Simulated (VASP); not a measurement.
A run of VASP 6.6.1 is set up as follows.

Contents of INCAR:

```
SYSTEM = Ti
PREC = Accurate ; ENCUT = 520
EDIFF = 1E-7 ; ISMEAR = -1
SIGMA = 0.08 ; LREAL = .False.
LASPH = .True. ; NELM = 80
ALGO = Normal ; ISIF = 2
LWAVE = .False. ; LCHARG = .False.
GGA = PS ; NBANDS = 12
```

File KPOINTS:

```
regular mesh
0
Gamma
  16 16 16
  0 0 0
```

File POSCAR:

```
Ti
1.0
    0.0000000000      2.0255138790      2.0255138790
    2.0255138790      0.0000000000      2.0255138790
    2.0255138790      2.0255138790      0.0000000000
Ti
1
Direct
    0.0000000000      0.0000000000      0.0000000000
```

Potentials or basis: VASP PAW PBE potentials, release 64 (Ti_sv).

Command:

```sh
$ cat potpaw_PBE.64/Ti_sv/POTCAR > POTCAR
$ mpirun -np 1 vasp_std > vasp.out
```

(1) Estimate the pressure.

(2) Estimate the band gap on the k mesh.

Results:

(1) 0.3 GPa.

(2) zero (band 6 reaches 9.47 eV, above the bottom of band 7 at 8.17 eV).

Caveat: the PAW data sets were made with another functional, which shifts forces and pressure a little.
